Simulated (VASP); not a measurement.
A run of VASP 6.6.1 is set up as follows.

INCAR

```
PREC = Accurate
ENCUT = 520
EDIFF = 1E-7
ISMEAR = 0
SIGMA = 0.1
LREAL = False
LASPH = True
NELM = 60
ALGO = Fast
ISIF = 2
LWAVE = False
LCHARG = False
GGA = PE
NBANDS = 28
```

KPOINTS

```
regular mesh
0
Gamma
  8 8 8
```

File POSCAR:

```
PbSe2I2
1.0
   -3.2090100467      3.2090100467      4.2158817097
    3.2090100467     -3.2090100467      4.2158817097
    3.2090100467      3.2090100467     -4.2158817097
Pb Se I
1 2 2
Direct
    0.0000000000      0.0000000000      0.0000000000
    0.6329886491      0.6329886491      0.0000000000
    0.3670113509      0.3670113509      0.0000000000
    0.7500000000      0.2500000000      0.5000000000
    0.2500000000      0.7500000000      0.5000000000
```

Potentials or basis: VASP PAW PBE potentials, release 64 (Pb_d, Se, I).

Run with:

```bash
$ cat potpaw_PBE.64/Pb_d/POTCAR potpaw_PBE.64/Se/POTCAR potpaw_PBE.64/I/POTCAR > POTCAR
$ mpirun -np 1 vasp_std > vasp.out
```

(1) What does it give for the band gap on the k mesh?

(2) Predict the pressure.

(3) Predict the largest force.

Answers

(1) zero (bands 20 and 21 overlap by 1.68 eV).

(2) 0.0 GPa.

(3) 0.036 eV/Å.

Caveat: spin-orbit coupling is left out, which moves the levels of the heavy elements.
